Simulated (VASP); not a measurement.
Input of a VASP 6.6.1 run:

Contents of INCAR:

```
SYSTEM = RbBr
PREC = Accurate
ENCUT = 520
EDIFF = 1E-7
ISMEAR = 0
SIGMA = 0.05
LREAL = .False.
LASPH = .True.
NELM = 80
ALGO = Normal
ISIF = 2
LWAVE = .False.
LCHARG = .False.
ISYM = 0
NBANDS = 15
```

The input KPOINTS:

```
Automatic mesh
0
Gamma
  6 6 6
  0.5 0.5 0.5
```

File POSCAR:

```
RbBr
1.0
    0.0000000000      3.1533000000      3.2904000000
    3.1533000000      0.0000000000      3.2904000000
    3.1533000000      3.1533000000      0.0000000000
Rb Br
1 1
Direct
    0.0000000000      0.0000000000      0.0000000000
    0.5000000000      0.5000000000      0.5000000000
```

Potentials or basis: VASP PAW LDA potentials, release 64 (Rb_sv, Br).

Launch:

```console
$ cat potpaw_LDA.64/Rb_sv/POTCAR potpaw_LDA.64/Br/POTCAR > POTCAR
$ mpirun -np 1 vasp_std > vasp.out
```

(1) What does it give for the band gap on the k mesh?

(2) What does it give for the pressure?

Results:

(1) 4.75 eV.

(2) 3.4 GPa.

Caveat: the cell stands under pressure; a shifted mesh leaves out Γ, where band edges can lie.
